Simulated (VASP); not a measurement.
Si2W: single point with LDA

Crystal: Si2W.

```
W Si
1.0
    -1.62805    1.62805    3.96647
     1.62805   -1.62805    3.96647
     1.62805    1.62805   -3.96647
W Si
1 2
Direct
  0.00000 0.00000 0.00000
  0.66530 0.66530 0.00000
  0.33470 0.33470 0.00000
```

* Program: VASP 6.6.1
* Task: single point
* Functional: LDA
* Potentials or basis: VASP PAW LDA potentials, release 64 (W_sv, Si)
* Cutoff: 520 eV
* k mesh: 12 × 12 × 12
* Occupations: fermi-dirac, width 0.05 eV
* Spin: no spin polarisation

```
Pressure               : -12.9 GPa
Largest force          : 0.137 eV/Å
Band gap on the k mesh : zero (bands 11 and 12 overlap by 1.23 eV)
```

Forces on the atoms (eV/Å):
```
W    0.000  0.000  0.000
Si   0.000  0.000 -0.137
Si   0.000  0.000  0.137
```

Stress tensor (GPa, compression positive):
```
-12.59   0.00   0.00
  0.00 -12.59   0.00
  0.00   0.00 -13.62
```

Levels at points of the mesh, in eV from the Fermi level:
```
           k point  band 8  band 9  band 10  band 11  band 12  band 13  band 14  band 15
(0.00, 0.00, 0.00)   -3.16   -2.72    -2.72     0.56     2.51     3.00     3.00     3.16
(0.50, 0.00, 0.00)   -4.65   -2.67    -2.64    -0.40     2.47     2.73     3.83     4.05
(0.50, 0.50, 0.00)   -5.48   -4.82    -3.08    -1.64     2.66     2.72     2.88     3.75
(0.50, 0.50, 0.50)   -2.47   -0.80    -0.80    -0.49    -0.49     0.72     4.32     4.33
```

Run time: 62 s on 1 thread of Intel(R) Xeon(R) 6975P-C (Granite Rapids), on a shared host, peak memory 0.24 GiB.

Caveat: the cell stands under tension; spin-orbit coupling is left out, which moves the levels of the heavy elements.
